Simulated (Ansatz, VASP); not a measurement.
## One calculation of Sc, two programs

File INCAR:

```
SYSTEM = Sc
ALGO = Normal
EDIFF = 1E-8
ENCUT = 520
GGA = PS
ISIF = 2
ISMEAR = -1
LASPH = .TRUE.
LCHARG = .FALSE.
LEFG = .TRUE.
LREAL = .FALSE.
LWAVE = .FALSE.
NBANDS = 12
NELM = 100
PREC = Accurate
SIGMA = 0.03
```

KPOINTS

```
k-points
0
G
  12 12 12
  0 0 0
```

POSCAR

```
Sc
1.0
    0.0000000000      2.2780432448      2.2780432448
    2.2780432448      0.0000000000      2.2780432448
    2.2780432448      2.2780432448      0.0000000000
Sc
1
Direct
    0.0000000000      0.0000000000      0.0000000000
```

Input for Ansatz:

```yaml
crystal:
  lattice:
    - [0.0, 2.2780432448, 2.2780432448]
    - [2.2780432448, 0.0, 2.2780432448]
    - [2.2780432448, 2.2780432448, 0.0]
  atoms:
    - { symbol: Sc, position: [0.0, 0.0, 0.0] }
kpoints:
  mp_grid: { grid: [12, 12, 12] }
scf:
  occupations: { method: fermi_dirac, width: 0.03 }
hamiltonian:
  xc: pbesol
  pseudopotentials: { kind: paw }
output:
  forces: true
  stress: true
  eigenvalues: true
  efg: { contact_densities: true }
```

Change from the starting cell: volume scaled by 1.01, PAW files.

Alike in both runs: task electric field gradients; functional PBEsol; k mesh 12 × 12 × 12; occupations fermi-dirac, width 0.03 eV; no spin polarisation.

|  | VASP | Ansatz |
| --- | --- | --- |
| version | VASP 6.6.1 | Ansatz 0.2.0 |
| potentials or method | VASP PAW PBE potentials, release 64 (Sc_sv) | PAW with Ansatz's default frozen-core files, scalar-relativistic |
| plane-wave cutoff (eV) | 520 | 420 |
| valence electrons in the cell | 11 | 11 |

|  | VASP | Ansatz | Ansatz less VASP |
| --- | --- | --- | --- |
| pressure (GPa) | -0.1 | -0.1 | 0.00 |

VASP's potentials were made for PBE, not for PBEsol.
